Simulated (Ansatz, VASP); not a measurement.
**TePt: VASP beside Ansatz**

```
CELL_PARAMETERS angstrom
4.35990 0.00000 0.00000
-2.17995 3.77578 0.00000
0.00000 0.00000 5.71594
ATOMIC_POSITIONS crystal
Te 0.33333 0.66667 0.25000
Te 0.66667 0.33333 0.75000
Pt 0.00000 0.00000 0.00000
Pt 0.00000 0.00000 0.50000
```

Alike in both runs: task single point; functional LDA; k mesh 12 × 12 × 8; occupations gaussian, width 0.15 eV; no spin polarisation.

|  | VASP | Ansatz |
| --- | --- | --- |
| version | VASP 6.6.1 | Ansatz 0.2.0 |
| potentials or method | VASP PAW LDA potentials, release 64 (Te, Pt), cutoff 520 eV | scalar-relativistic, plane waves, PAW |
| valence electrons in the cell | 32 | 68 |

```tsv
	VASP	Ansatz	Ansatz less VASP
gap on the k mesh at the Fermi level (eV)	none	none	-
pressure (GPa)	-12.3	-12.4	-0.11
traceless stress, the component that is largest in VASP (GPa)	-0.56	-0.68	-0.121
```

Ansatz warns that its potentials were made for another functional, while VASP's fit it. LDA's correlation is that of Perdew and Zunger in VASP and of Perdew and Wang (1992) in Ansatz. A gap of «none» marks a metal or a gap that the smearing closes. VASP's potentials hold 32 valence electrons a cell and Ansatz's 68, so a difference there can come from the potentials and not from the codes.

Neither program's run includes spin-orbit coupling.
